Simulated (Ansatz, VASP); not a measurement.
# TiN: VASP beside Ansatz

Contents of INCAR:

```
PREC = Accurate
ENCUT = 520
EDIFF = 1E-8
ISMEAR = -1
SIGMA = 0.05
LREAL = F
LASPH = T
NELM = 100
ALGO = Normal
ISIF = 2
LWAVE = F
LCHARG = F
GGA = PE
LEFG = T
NBANDS = 16
```

File KPOINTS:

```
regular mesh
0
Gamma
  13 13 13
```

Contents of POSCAR:

```
TiN
1.0
    0.0000000000      2.1149029570      2.1149029570
    2.1149029570      0.0000000000      2.1149029570
    2.1149029570      2.1149029570      0.0000000000
Ti N
1 1
Direct
    0.0000000000      0.0000000000      0.0000000000
    0.5000000000      0.5000000000      0.5000000000
```

Input for Ansatz:

```yaml
crystal:
  lattice:
    - [0.0, 2.114902957, 2.114902957]
    - [2.114902957, 0.0, 2.114902957]
    - [2.114902957, 2.114902957, 0.0]
  atoms:
    - { symbol: Ti, position: [0.0, 0.0, 0.0] }
    - { symbol: "N", position: [0.5, 0.5, 0.5] }
kpoints:
  mp_grid: { grid: [13, 13, 13] }
scf:
  occupations: { method: fermi_dirac, width: 0.05 }
hamiltonian:
  xc: pbe
  pseudopotentials: { kind: paw }
output:
  forces: true
  stress: true
  eigenvalues: true
  efg: { contact_densities: true }
  write_density: true
  write_potential: true
  elf: true
  volumetric_format: npy
```

Change from the starting cell: volume scaled by 0.99, PAW files.

Alike in both runs: task electric field gradients; functional PBE; k mesh 13 × 13 × 13; occupations fermi-dirac, width 0.05 eV; no spin polarisation.

|  | VASP | Ansatz |
| --- | --- | --- |
| version | VASP 6.6.1 | Ansatz 0.2.0 |
| potentials or method | VASP PAW PBE potentials, release 64 (Ti_sv, N) | PAW with Ansatz's default frozen-core files, scalar-relativistic |
| plane-wave cutoff (eV) | 520 | 420 |
| valence electrons in the cell | 17 | 17 |

```tsv
	VASP	Ansatz	Ansatz less VASP
pressure (GPa)	3.9	3.4	-0.48
```

With one functional, cell and mesh, what is left measures potentials, basis and numerics.
